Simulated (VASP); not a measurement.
**Tc: single point with r2SCAN**

The system is Tc.

```
Tc
1.0
    -1.53217    1.53217    1.53217
     1.53217   -1.53217    1.53217
     1.53217    1.53217   -1.53217
Tc
1
Direct
  0.00000 0.00000 0.00000
```

This isn't the form of Tc at room conditions, which is hcp.

```json
{"Program": "VASP 6.6.1", "Task": "single point", "Functional": "r2SCAN", "Potentials or basis": "VASP PAW PBE potentials, release 64 (Tc_pv)", "Cutoff": "520 eV", "k mesh": "20 × 20 × 20", "Occupations": "gaussian, width 0.05 eV", "Spin": "no spin polarisation", "Dipole correction": "no", "Further INCAR settings": "ALGO = Normal; EDIFF = 1e-06; NBANDS = 12"}
```

- Pressure: 0.5 GPa
- Band gap on the k mesh: zero (an odd number of electrons rules out a gap without spin polarisation)

Levels at points of the mesh, in eV from the Fermi level:
| k point | band 2 | band 3 | band 4 | band 5 | band 6 | band 7 | band 8 | band 9 | band 10 | band 11 |
| --- | --- | --- | --- | --- | --- | --- | --- | --- | --- | --- |
| (0.00, 0.00, 0.00) | -40.15 | -40.15 | -8.43 | -2.58 | -2.58 | -2.58 | 0.65 | 0.65 | 16.53 | 16.53 |
| (0.50, 0.00, 0.00) | -40.59 | -40.16 | -6.49 | -4.63 | 0.62 | 1.14 | 1.24 | 3.48 | 11.50 | 13.21 |
| (0.50, 0.50, 0.50) | -41.10 | -41.10 | -6.57 | -6.57 | 2.75 | 2.75 | 2.75 | 9.51 | 9.51 | 9.51 |

Run time: 2.8 min on 1 thread of Intel Xeon 8259CL, on a shared host, peak memory 0.17 GiB.

Caveat: the PAW data sets were made with another functional, which shifts forces and pressure a little.
